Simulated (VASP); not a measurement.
# Sn (I4_1/amd) in VASP: a series of runs

Sn is run at these levels: r2SCAN, LDA; tasks: single point, relaxation of cell and atoms.

All numbers are computed with VASP 6.6.1; they aren't measurements. Logs are shortened: lines on timing, memory, paths and dates and some standing lists are left out, and cuts for length are marked.

### 1 The cell of the first run

It takes space group I4_1/amd (No. 141, tetragonal). Conventional cell: a = 5.890 Å, b = 5.890 Å, c = 3.182 Å, α = 90.00°, β = 90.00°, γ = 90.00°. Sn (site symmetry -4m2) has 10 Sn at 3.05 to 3.79 Å within 4.0 Å.

### 2 Single point, r2SCAN

Contents of POSCAR:

```
Sn
1.0
   -2.9449447230      2.9449447230      1.5912170802
    2.9449447230     -2.9449447230      1.5912170802
    2.9449447230      2.9449447230     -1.5912170802
Sn
2
Direct
    0.0000000000      0.0000000000      0.0000000000
    0.7500000000      0.2500000000      0.5000000000
```

Contents of INCAR.step1:

```
SYSTEM = Sn
  PREC = Accurate
  ENCUT = 520
  ISMEAR = -1
  SIGMA = 0.05
  LREAL = .FALSE.
  LASPH = .TRUE.
  NELM = 100
  NBANDS = 21
  GGA = PE
  ALGO = Normal
  EDIFF = 1E-4
  LWAVE = .TRUE.
  LCHARG = .FALSE.
```

Contents of INCAR.step2:

```
SYSTEM = Sn
  PREC = Accurate
  ENCUT = 520
  EDIFF = 1E-6
  ISMEAR = -1
  SIGMA = 0.05
  LREAL = .FALSE.
  LASPH = .TRUE.
  NELM = 100
  ALGO = Normal
  ISIF = 2
  LWAVE = .FALSE.
  LCHARG = .TRUE.
  METAGGA = R2SCAN
  LMIXTAU = .TRUE.
  LELF = .TRUE.
  LVHAR = .TRUE.
  NBANDS = 21
  ISTART = 1
```

Contents of KPOINTS:

```
Automatic mesh
0
G
  9 9 9
  0 0 0
```

Potentials or basis: VASP PAW PBE potentials, release 64 (Sn_d).

Launch:

```sh
$ cat potpaw_PBE.64/Sn_d/POTCAR > POTCAR
$ cp INCAR.step1 INCAR
$ mpirun -np 1 vasp_std > vasp.out
$ cp INCAR.step2 INCAR
$ mpirun -np 1 vasp_std > vasp.out
```

OUTCAR:

```text
SYSTEM = Sn
   PREC = Accurate
   ENCUT = 520
   EDIFF = 1E-6
   ISMEAR = -1
   LREAL = .FALSE.
   LASPH = .TRUE.
   NELM = 100
   ISIF = 2
   METAGGA = R2SCAN
   ISTART = 1

 ion  position               nearest neighbor table
   1  0.000  0.000  0.000-   2 3.05   2 3.05   2 3.05   2 3.05
   2  0.750  0.250  0.500-   1 3.05   1 3.05   1 3.05   1 3.05

  LATTYP: Found a body centered tetragonal cell.
 ALAT       =     5.8898894460
 C/A-ratio  =     0.5403215442

  Lattice vectors:

 A1 = (  -2.9449447230,   2.9449447230,   1.5912170802)
 A2 = (   2.9449447230,  -2.9449447230,   1.5912170802)
 A3 = (   2.9449447230,   2.9449447230,  -1.5912170802)

Analysis of symmetry for initial positions (statically):
=====================================================================
 Subroutine PRICEL returns:
 Original cell was already a primitive cell.

 Routine SETGRP: Setting up the symmetry group for a
 body centered tetragonal supercell.

 Subroutine GETGRP returns: Found 16 space group operations
 (whereof  8 operations were pure point group operations)
 out of a pool of 16 trial point group operations.

The static configuration has the point symmetry D_2d.
 The point group associated with its full space group is D_4h.

Analysis of symmetry for dynamics (positions and initial velocities):
=====================================================================
 Subroutine PRICEL returns:
 Original cell was already a primitive cell.

 Routine SETGRP: Setting up the symmetry group for a
 body centered tetragonal supercell.

 Subroutine GETGRP returns: Found 16 space group operations
 (whereof  8 operations were pure point group operations)
 out of a pool of 16 trial point group operations.

The dynamic configuration has the point symmetry D_2d.
 The point group associated with its full space group is D_4h.

 Subroutine INISYM returns: Found 16 space group operations
 (whereof  8 operations are pure point group operations),
 and found     1 'primitive' translations

----------------------------------------------------------------------------------------

                                     Primitive cell

  volume of cell :      55.2006

[... 50 lines left out ...]
  0.111111  0.111111  0.000000      8.000000
[... 16 lines left out ...]
 -0.333333  0.333333  0.000000      4.000000
  0.444444  0.444444 -0.000000      8.000000
 [... further k-points ...]
   k-points           NKPTS =     75   k-points in BZ     NKDIM =     75   number of bands    NBANDS=     21
   number of dos      NEDOS =    301   number of ions     NIONS =      2
   total plane-waves  NPLWV =  46656
   dimension x,y,z NGX =    36 NGY =   36 NGZ =   36
   dimension x,y,z NGXF=    72 NGYF=   72 NGZF=   72
   ions per type =               2
   NGX,Y,Z   is equivalent  to a cutoff of  13.42, 13.42, 13.42 a.u.
   NGXF,Y,Z  is equivalent  to a cutoff of  26.85, 26.85, 26.85 a.u.
 SYSTEM =  Sn
   PREC   = accura    normal or accurate (medium, high low for compatibility)
   ISTART =      1    job   : 0-new  1-cont  2-samecut
   ICHARG =      0    charge: 1-file 2-atom 10-const
   ISPIN  =      1    spin polarized calculation?
   LNONCOLLINEAR =      F non collinear calculations
   LSORBIT =      F    spin-orbit coupling
   LASPH  =      T    aspherical Exc in radial PAW
   ENCUT  =  520.0 eV  38.22 Ry    6.18 a.u.   8.29  8.29  8.29*2*pi/ulx,y,z
   NELM   =    100;   NELMIN=  2; NELMDL=  0     # of ELM steps
   EDIFF  = 0.1E-05   stopping-criterion for ELM
   LREAL  =      F    real-space projection
[... 7 lines left out ...]
   TEBEG  =    0.0;   TEEND  =   0.0 temperature during run
   PSTRESS=    0.0 pullay stress
   NELECT =      28.0000    total number of electrons
   NUPDOWN=      -1.0000    fix difference up-down
   EMIN   =  10.00;   EMAX   =-10.00  energy-range for DOS
   EFERMI =   0.00;   METHOD = LEGACY
   ISMEAR =    -1;   SIGMA  =   0.05  broadening in eV -4-tet -1-fermi 0-gaus
   EFERMI_NEDOS =   21; number of points for ismear=-14 and -15
   IALGO  =     38    algorithm
   IMIX   =      4    mixing-type and parameters
     AMIX     =   0.40;   BMIX     =  1.00
     AMIX_MAG =   1.60;   BMIX_MAG =  1.00
  volume/ion in A,a.u.               =      27.60       186.26
  Fermi-wavevector in a.u.,A,eV,Ry     =   1.305608  2.467242 23.192672  1.704613
  Thomas-Fermi vector in A             =   2.436466
   LORBIT       =      0    0 simple, 1 ext, 2 COOP (PROOUT), +10 PAW based schemes
   METAGGA = R2SCAN    functional components
   LHFCALC =     F    Hartree Fock is set to
   AEXX    =    0.0000 exact exchange contribution
   IVDW    =     0    specifies the selected vdW correction
   LEPSILON=     F    determine dielectric tensor
   LRPA    =     F    only Hartree local field effects (RPA)
 non-spin polarized calculation
  energy-cutoff  :      520.00
  volume of cell :       55.20
 maximum number of plane-waves:      1503
 NGX is ok and might be reduce to    36
   NGX = 17   NGY = 17   NGZ = 17

 number of electron      27.9999990 magnetization

 Free energy of the ion-electron system (eV)
  ---------------------------------------------------
  ext. energy  EPLUGINS =         0.00000000
  ---------------------------------------------------
  free energy    TOTEN  =       -49.24032251 eV

  energy without entropy =      -49.23270462  energy(sigma->0) =      -49.23651357

 E-fermi :   7.7280     XC(G=0): -11.0394

 val. band max:        7.7166548138   @ k =   0.2222   0.1111   0.0000
 cond. band min:       7.7423084877   @ k =   0.4444   0.4444  -0.0000
 fundamental gap:      0.0256536739
 Fermi energy:         7.7279642691

 k-point     1 :       0.0000    0.0000    0.0000
  band No.  band energies     occupation
      1     -14.6238      2.00000
      2     -14.5491      2.00000
      3     -14.4949      2.00000
      4     -14.4899      2.00000
      5     -14.3260      2.00000
      6     -14.3260      2.00000
[... 565 lines left out ...]
     20      19.0000      0.00000
     21      19.6531      0.00000

 [... further k-points ...]
[... 5 lines left out ...]
  --------------------------------------------------------------------------------------
  -------------------------------------------------------------------------------------
  Total       -0.0221707     -0.0221707     -0.0124605      0.0000000      0.0000000      0.0000000
  in kB       -0.6434956     -0.6434956     -0.3616624      0.0000000      0.0000000      0.0000000
  external PRESSURE =      -0.5495512 kB  Pullay stress =       0.0000000 kB

 VOLUME and BASIS-vectors are now :
 -----------------------------------------------------------------------------
  energy-cutoff  :      520.00
  volume of cell :       55.20
      direct lattice vectors                 reciprocal lattice vectors
    -2.944944723  2.944944723  1.591217080     0.000000000  0.169782474  0.314224882
     2.944944723 -2.944944723  1.591217080     0.169782474  0.000000000  0.314224882
     2.944944723  2.944944723 -1.591217080     0.169782474  0.169782474  0.000000000

 POSITION                                       TOTAL-FORCE (eV/Angst)
 -----------------------------------------------------------------------------------
      0.00000      0.00000      0.00000         0.000000      0.000000     -0.000000
     -0.00000      2.94494      0.79561        -0.000000     -0.000000      0.000000
 -----------------------------------------------------------------------------------
    total drift:                               -0.000000      0.000000     -0.000000

  FREE ENERGIE OF THE ION-ELECTRON SYSTEM (eV)
  ---------------------------------------------------
  free  energy   TOTEN  =       -49.2403225132 eV

  energy  without entropy=      -49.2327046239  energy(sigma->0) =      -49.23651357
```

OUTCAR.step1:

```text
SYSTEM = Sn
   PREC = Accurate
   ENCUT = 520
   ISMEAR = -1
   LREAL = .FALSE.
   LASPH = .TRUE.
[... 800 lines left out ...]
      0.00000      0.00000      0.00000         0.000000      0.000000      0.000000
     -0.00000      2.94494      0.79561        -0.000000     -0.000000     -0.000000
 -----------------------------------------------------------------------------------
    total drift:                               -0.000000      0.000000     -0.000000

  FREE ENERGIE OF THE ION-ELECTRON SYSTEM (eV)
  ---------------------------------------------------
  free  energy   TOTEN  =        -7.6005611583 eV

  energy  without entropy=       -7.5927139377  energy(sigma->0) =       -7.59663755
```

OSZICAR.step1:

```text
N       E                     dE             d eps       ncg     rms          rms(c)
DAV:   1     0.222005445334E+03    0.22201E+03   -0.14274E+04  3190   0.206E+03
DAV:   2     0.152966306911E+02   -0.20671E+03   -0.20254E+03  3175   0.452E+02
DAV:   3    -0.688153998753E+01   -0.22178E+02   -0.21986E+02  3688   0.135E+02
DAV:   4    -0.759047792010E+01   -0.70894E+00   -0.70854E+00  3605   0.266E+01
DAV:   5    -0.761911330248E+01   -0.28635E-01   -0.28635E-01  4454   0.505E+00    0.231E+00
DAV:   6    -0.760408450725E+01    0.15029E-01   -0.31202E-02  4309   0.245E+00    0.129E+00
DAV:   7    -0.760060116174E+01    0.34833E-02   -0.18343E-02  4260   0.190E+00    0.163E-01
DAV:   8    -0.760055736599E+01    0.43796E-04   -0.20421E-03  3938   0.595E-01    0.370E-02
DAV:   9    -0.760056115826E+01   -0.37923E-05   -0.47279E-05  2215   0.722E-02
   1 F= -.76005612E+01 E0= -.75966375E+01  d E =-.784722E-02
```

It took 4.6 min on 1 thread of AMD EPYC 9R45 (Zen 5), shared host; peak memory 0.22 GiB.

What came out:

```
Free energy            : -49.2403 eV
Pressure               : -0.1 GPa
Band gap on the k mesh : zero (band 14 reaches 8.96 eV, above the bottom of band 15 at 4.84 eV)
```

Caveat: the PAW data sets were made with another functional, which shifts forces and pressure a little; spin-orbit coupling is left out, which moves the levels of the heavy elements.

### 3 Relaxation of cell and atoms, LDA

Contents of INCAR:

```
ALGO     = Normal         # electronic algorithm
EDIFF    = 1E-7           # SCF threshold, eV
EDIFFG   = -0.01          # ionic threshold
ENCUT    = 600            # plane-wave cutoff, eV
IBRION   = 2              # ionic algorithm
ISIF     = 3              # what is computed and relaxed
ISMEAR   = -1             # smearing method
LASPH    = T              # aspherical terms in the spheres
LCHARG   = F              # write CHGCAR
LREAL    = F              # projectors in reciprocal space
LWAVE    = F              # write WAVECAR
NELM     = 60             # most SCF steps
NSW      = 60             # ionic steps
PREC     = Accurate       # precision mode
SIGMA    = 0.05           # smearing width, eV
```

Contents of KPOINTS:

```
k-points
0
Gamma
  9 9 9
```

Contents of POSCAR:

```
Sn
1.0
   -2.9401404553      2.9401404553      1.5993019889
    2.9401404553     -2.9401404553      1.5993019889
    2.9401404553      2.9401404553     -1.5993019889
Sn
2
Direct
    0.0000000000      0.0000000000      0.0000000000
    0.7500000000      0.2500000000      0.5000000000
```

Potentials or basis: VASP PAW LDA potentials, release 64 (Sn_d).

Launch:

```sh
$ cat potpaw_LDA.64/Sn_d/POTCAR > POTCAR
$ mpirun -np 1 vasp_std > vasp.out
```

Run time: 3 min. Hardware: 1 thread of AMD EPYC 9R45 (Zen 5), shared host; peak memory 0.2 GiB.

Results (log left out):

```
Free energy                            : -8.9759 eV
Relaxed volume                         : 26.21 Å³/atom
Relaxed cell                           : a = 4.382 Å, b = 4.382 Å, c = 4.382 Å, α = 97.32°, β = 97.32°, γ = 138.17°
Space group after relaxing (to 0.05 Å) : I4_1/amd (No. 141)
Energy gained by relaxing              : 13.4 meV/atom
Ionic steps                            : 5
Pressure after relaxing                : 0.0 GPa
Band gap on the k mesh                 : zero (band 14 reaches 9.38 eV, above the bottom of band 15 at 5.24 eV)
```

The path:
| step | energy change (eV) | largest force (eV/Å) | pressure (GPa) | volume (Å³) |
| --- | --- | --- | --- | --- |
| 1 | 0.0000 | 0.0000 | -2.83 | 55.30 |
| 2 | -0.0234 | 0.0000 | 1.13 | 51.49 |
| 3 | -0.0266 | 0.0000 | 0.01 | 52.42 |
| 4 | -0.0268 | 0.0000 | 0.00 | 52.42 |
| 5 | -0.0269 | 0.0000 | 0.00 | 52.42 |

Final structure:
```yaml
crystal:
  lattice:
    - [-2.89450, 2.89450, 1.56417]
    - [2.89450, -2.89450, 1.56417]
    - [2.89450, 2.89450, -1.56417]
  atoms:
    - { symbol: Sn, position: [0.00000, 0.00000, 0.00000] }
    - { symbol: Sn, position: [0.75000, 0.25000, 0.50000] }
```

Levels at points of the mesh, in eV from the Fermi level:
```
           k point  band 10  band 11  band 12  band 13  band 14  band 15  band 16  band 17  band 18
(0.00, 0.00, 0.00)   -21.07   -11.43    -3.73    -2.11    -2.11     2.98     6.25     6.25     7.12
```

Caveat: spin-orbit coupling is left out, which moves the levels of the heavy elements.
